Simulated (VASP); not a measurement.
## C: single point with PBE

Crystal: C.

```
CELL_PARAMETERS angstrom
2.50517 0.00000 0.00000
-1.25259 2.16954 0.00000
0.00000 0.00000 12.27277
ATOMIC_POSITIONS crystal
C 0.66667 0.33333 0.35417
C 0.33333 0.66667 0.85417
C 0.66667 0.33333 0.14583
C 0.33333 0.66667 0.64583
C 0.66667 0.33333 0.47917
C 0.33333 0.66667 0.97917
C 0.66667 0.33333 0.02083
C 0.33333 0.66667 0.52083
C 0.00000 0.00000 0.81250
C 0.00000 0.00000 0.31250
C 0.00000 0.00000 0.68750
C 0.00000 0.00000 0.18750
```

```
Program                : VASP 6.6.1
Task                   : single point
Functional             : PBE
Potentials or basis    : VASP PAW PBE potentials, release 64 (C)
Cutoff                 : 520 eV
k mesh                 : 12 × 12 × 3
Occupations            : fermi-dirac, width 0.05 eV
Spin                   : no spin polarisation
Dipole correction      : no
Further INCAR settings : ALGO = Normal; EDIFF = 1e-07; NBANDS = 36
```

| Quantity | Value |
| --- | --- |
| Pressure | 12.1 GPa |
| Largest force | 0.343 eV/Å |
| Band gap on the k mesh | 4.43 eV (least direct gap 5.35 eV) |

Forces in eV/Å, atoms in the order of the input:
```
C    0.000  0.000  0.323
C    0.000  0.000  0.323
C    0.000  0.000 -0.323
C    0.000  0.000 -0.323
C    0.000  0.000 -0.027
C    0.000  0.000 -0.027
C    0.000  0.000  0.027
C    0.000  0.000  0.027
C    0.000  0.000  0.343
C    0.000  0.000  0.343
C    0.000  0.000 -0.343
C    0.000  0.000 -0.343
```

Stress tensor (GPa, compression positive):
```
 9.20  0.00  0.00
 0.00  9.20  0.00
 0.00  0.00 17.83
```

Levels at points of the mesh, in eV from the valence-band top:
```csv
k point,band 21,band 22,band 23,band 24,band 25,band 26,band 27,band 28
"(0.00, 0.00, 0.00)",-1.01,-0.16,0.00,0.00,5.35,5.35,5.72,6.44
"(0.50, 0.00, 0.00)",-4.14,-4.14,-3.70,-2.94,4.57,5.15,5.30,5.68
```

Run time: 89 s on 1 thread of AMD EPYC 7R43 64-Core Processor (Zen 3), on a shared host, peak memory 0.17 GiB.

Caveat: the cell stands under pressure; an odd mesh through Γ misses points on the zone boundary, where band edges can lie.
